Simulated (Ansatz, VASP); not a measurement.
## KSrBr3 in VASP and in Ansatz

```
K Sr Br
1.0
     5.93805    0.00000    0.00000
     0.00000    5.93805    0.00000
     0.00000    0.00000    5.93805
K Sr Br
1 1 3
Direct
  0.00000 0.00000 0.00000
  0.50000 0.50000 0.50000
  0.50000 0.50000 0.00000
  0.50000 0.00000 0.50000
  0.00000 0.50000 0.50000
```

Alike in both runs: task single point; functional PBE; k mesh 4 × 4 × 4; occupations fermi-dirac, width 0.02 eV; no spin polarisation.

|  | VASP | Ansatz |
| --- | --- | --- |
| version | VASP 6.6.1 | Ansatz 0.2.0 |
| potentials or method | VASP PAW PBE potentials, release 64 (K_sv, Sr_sv, Br) | plane waves, PAW |
| plane-wave cutoff (eV) | 520 | 420 |
| valence electrons in the cell | 40 | 40 |

Ansatz gave:

```
gap on the k mesh at the Fermi level (eV) : 3.75
pressure (GPa)                            : 0.4
```

Q: Estimate VASP's values.

A: gap on the k mesh at the Fermi level (eV): 3.75; pressure (GPa): 0.5.
